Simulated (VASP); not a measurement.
**Se: electric field gradients with PBEsol**

Crystal: Se.

```xyz
3
Lattice="4.3807 0.0000 0.0000 -2.1904 3.7938 0.0000 0.0000 0.0000 4.9701" Properties=species:S:1:pos:R:3 pbc="T T T"
Se    0.9874    0.0000    1.6567
Se   -0.4937    0.8551    3.3134
Se    1.6966    2.9387    0.0000
```

This cell differs from its parent crystal: volume scaled by 1.01.

```
Program                : VASP 6.6.1
Task                   : electric field gradients
Functional             : PBEsol
Potentials or basis    : VASP PAW PBE potentials, release 64 (Se)
Cutoff                 : 520 eV
k mesh                 : 6 × 6 × 5
Occupations            : fermi-dirac, width 0.03 eV
Spin                   : no spin polarisation
Dipole correction      : no
Further INCAR settings : ALGO = Normal; EDIFF = 1e-08; NBANDS = 16
```

```
Pressure               : -0.2 GPa
Largest force          : 0.227 eV/Å
Band gap on the k mesh : 1.24 eV, indirect (least direct gap 1.44 eV)
```

Forces in eV/Å, atoms in the order of the input:
```
Se   0.227  0.000  0.000
Se  -0.113  0.196  0.000
Se  -0.113 -0.196  0.000
```

Stress tensor (GPa, compression positive):
```
-0.60  0.00  0.00
 0.00 -0.60  0.00
 0.00  0.00  0.60
```

Levels at points of the mesh, in eV from the valence-band top:
```csv
k point,band 6,band 7,band 8,band 9,band 10,band 11,band 12,band 13
"(0.00, 0.00, 0.00)",-3.64,-1.92,-1.92,-0.29,1.93,1.93,2.23,6.05
"(0.50, 0.00, 0.00)",-3.33,-2.80,-1.67,-0.89,1.97,2.38,4.15,5.26
```

Electric field gradients, principal values (V/Å²):
| atom | least | middle | greatest (by size) |
| --- | --- | --- | --- |
| 1 Se | 164.511 | 327.564 | -492.074 |
| 2 Se | 164.511 | 327.564 | -492.074 |
| 3 Se | 164.510 | 327.563 | -492.074 |

Run time: 38 s on 1 thread of Intel(R) Xeon(R) Platinum 8375C CPU @ 2.90GHz (Ice Lake) (shared host), peak memory 0.22 GiB.

Caveat: without QUAD_EFG the Cq values of the log hold for a quadrupole moment of 1 mb, not for the nuclei; the PAW data sets were made with another functional, which shifts forces and pressure a little. A k mesh can miss the band edges.
